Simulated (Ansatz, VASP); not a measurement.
# Two plane-wave programs on AlP

File INCAR:

```
ALGO     = Normal         # electronic algorithm
EDIFF    = 1E-6           # SCF threshold, eV
ENCUT    = 500            # plane-wave cutoff, eV
GGA      = RP             # functional
GGA_COMPAT= F            
ISIF     = 2              # what is computed and relaxed
ISMEAR   = 0              # smearing method
LASPH    = T              # aspherical terms in the spheres
LCHARG   = F              # write CHGCAR
LREAL    = F              # projectors in reciprocal space
LWAVE    = F              # write WAVECAR
NBANDS   = 11             # bands
NELM     = 120            # most SCF steps
PREC     = Accurate       # precision mode
SIGMA    = 0.05           # smearing width, eV
```

The input KPOINTS:

```
k-points
0
Gamma
  8 8 8
```

File POSCAR:

```
AlP
1.0
    0.0000000000      2.7521067301      2.7521067301
    2.7521067301      0.0000000000      2.7521067301
    2.7521067301      2.7521067301      0.0000000000
Al P
1 1
Direct
    0.0000000000      0.0000000000      0.0000000000
    0.7500000000      0.7500000000      0.7500000000
```

Input for Ansatz:

```yaml
crystal:
  lattice:
    - [0.0, 2.7521067301, 2.7521067301]
    - [2.7521067301, 0.0, 2.7521067301]
    - [2.7521067301, 2.7521067301, 0.0]
  atoms:
    - { symbol: Al, position: [0.0, 0.0, 0.0] }
    - { symbol: P, position: [0.75, 0.75, 0.75] }
basis:
  ecutwfc: 420
  ecutrho_ratio: 4
kpoints:
  mp_grid: { grid: [8, 8, 8] }
hamiltonian:
  xc: rpbe
scf:
  occupations: { method: gaussian, width: 0.05 }
output:
  forces: true
  stress: true
  eigenvalues: true
```

Alike in both runs: task single point; functional RPBE; k mesh 8 × 8 × 8; occupations gaussian, width 0.05 eV; no spin polarisation.

```csv
,VASP,Ansatz
version,VASP 6.6.1,Ansatz 0.2.0
potentials or method,"VASP PAW PBE potentials, release 64 (Al, P), cutoff 500 eV","scalar-relativistic, plane waves, PAW"
valence electrons in the cell,8,8
```

|  | VASP | Ansatz | Ansatz less VASP |
| --- | --- | --- | --- |
| gap on the k mesh at the Fermi level (eV) | 1.71 | 1.71 | +0.004 |
| least direct gap on the mesh (eV) | 3.24 | 3.24 | 0.000 |
| pressure (GPa) | 1.5 | 1.8 | +0.23 |

VASP's potentials were made for PBE, not for RPBE.
